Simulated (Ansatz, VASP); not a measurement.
**One calculation of MgPb2N2, two programs**

```
CELL_PARAMETERS angstrom
3.32250 0.00000 0.00000
-1.66125 2.87738 0.00000
0.00000 0.00000 9.04644
ATOMIC_POSITIONS crystal
Mg 0.00000 0.00000 0.00000
Pb 0.66667 0.33333 0.28655
Pb 0.33333 0.66667 0.71345
N 0.66667 0.33333 0.86182
N 0.33333 0.66667 0.13818
```

Alike in both runs: task single point; functional PBE; dispersion D3(BJ); k mesh 6 × 6 × 2; no spin polarisation.

|  | VASP | Ansatz |
| --- | --- | --- |
| version | VASP 6.6.1 | Ansatz 0.2.0 |
| potentials or method | VASP PAW PBE potentials, release 64 (Mg, Pb_d, N), cutoff 520 eV | plane waves, PAW |
| occupations | gaussian, width 0.01 eV | fixed |
| valence electrons in the cell | 40 | 48 |

```tsv
	VASP	Ansatz	Ansatz less VASP
pressure (GPa)	2.5	2.7	+0.14
traceless stress, the component that is largest in VASP (GPa)	-0.13	-0.16	-0.031
```

VASP's potentials hold 40 valence electrons a cell and Ansatz's 48, so a difference there can come from the potentials and not from the codes. Ansatz's warnings: stress scf threshold loose, structure snapped to symmetry.

Spin-orbit coupling is off throughout.
